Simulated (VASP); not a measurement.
Input of a VASP 6.6.1 run:

The input INCAR:

```
SYSTEM = MgO5
PREC     = Accurate       ! precision mode
ENCUT    = 600            ! plane-wave cutoff, eV
EDIFF    = 1E-7           ! SCF threshold, eV
ISMEAR   = 0              ! smearing method
SIGMA    = 0.1            ! smearing width, eV
LREAL    = .False.        ! projectors in reciprocal space
LASPH    = .True.         ! aspherical terms in the spheres
NELM     = 150            ! most SCF steps
ALGO     = Normal         ! electronic algorithm
ISIF     = 3              ! what is computed and relaxed
LWAVE    = .False.        ! write WAVECAR
LCHARG   = .False.        ! write CHGCAR
ISPIN    = 2              ! spin polarisation
MAGMOM   = 0 1 1 1 1 1    ! initial moments
LORBIT   = 11             ! projections on sites
GGA      = PE             ! functional
IBRION   = 2              ! ionic algorithm
NSW      = 90             ! ionic steps
EDIFFG   = -0.04          ! ionic threshold
```

KPOINTS

```
regular mesh
0
Gamma
  4 4 4
  0 0 0
```

POSCAR

```
MgO5
1.0
    0.0000000000      3.3251045200      3.3251045200
    3.3251045200      0.0000000000      3.3251045200
    3.3251045200      3.3251045200      0.0000000000
Mg O
1 5
Direct
    0.0000000000      0.0000000000      0.0000000000
    0.1552574400      0.1552574400      0.1552574400
    0.1552574400      0.1552574400      0.5342276900
    0.1552574400      0.5342276900      0.1552574400
    0.5342276900      0.1552574400      0.1552574400
    0.5000000000      0.5000000000      0.5000000000
```

Potentials or basis: VASP PAW PBE potentials, release 64 (Mg, O).

Command:

```bash
$ cat potpaw_PBE.64/Mg/POTCAR potpaw_PBE.64/O/POTCAR > POTCAR
$ mpirun -np 1 vasp_std > vasp.out
```

Problem. Estimate the band gap on the k mesh.

Solution. Zero (filled and empty bands overlap).

Problem. What does it give for the relaxed cell?

Solution. a = 5.098 Å, b = 5.098 Å, c = 5.098 Å, α = 60.00°, β = 60.00°, γ = 60.00°.

Problem. What does it give for the relaxed volume?

Solution. 15.62 Å³/atom.

Final structure:
```xyz
6
Lattice="0.0000 3.6050 3.6050 3.6050 0.0000 3.6050 3.6050 3.6050 0.0000" Properties=species:S:1:pos:R:3 pbc="T T T"
Mg    0.0000    0.0000    0.0000
O     1.1237    1.1237    1.1237
O     2.4813    2.4813    1.1237
O     2.4813    1.1237    2.4813
O     1.1237    2.4813    2.4813
O     3.6050    3.6050    3.6050
```

Caveat: the k points lie up to 0.38 Å⁻¹ apart in the final cell; the volume moved by over 15 % at a fixed basis, so the end points are rough; semilocal functionals underestimate gaps, so a narrow gap can read as zero.
